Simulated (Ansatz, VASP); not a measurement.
**Two plane-wave programs on HfC**

```
Hf C
1.0
     0.00000    1.98508    1.98508
     1.98508    0.00000    1.98508
     1.98508    1.98508    0.00000
Hf C
1 1
Cartesian
  0.0000 0.0000 0.0000
  1.9851 1.9851 1.9851
```

Change from the starting cell: volume scaled by 0.64, PAW files.

Alike in both runs: task single point; functional PBEsol; k mesh 17 × 17 × 17; occupations fermi-dirac, width 0.08 eV; no spin polarisation.

|  | VASP | Ansatz |
| --- | --- | --- |
| version | VASP 6.6.1 | Ansatz 0.2.0 |
| potentials or method | VASP PAW PBE potentials, release 64 (Hf_pv, C) | PAW with Ansatz's default frozen-core files, scalar-relativistic |
| plane-wave cutoff (eV) | 520 | 420 |
| valence electrons in the cell | 14 | 30 |

|  | VASP | Ansatz | Ansatz less VASP |
| --- | --- | --- | --- |
| pressure (GPa) | 273.1 | 262.6 | -10.48 |

VASP's potentials were made for PBE, not for PBEsol. Both programs put the cell under a high pressure, so it lies far from rest at this level. VASP's potentials hold 14 valence electrons a cell and Ansatz's 30, so a difference there can come from the potentials and not from the codes.

Spin-orbit coupling is off throughout. Noted on VASP's run: the cell as given lies far from equilibrium.
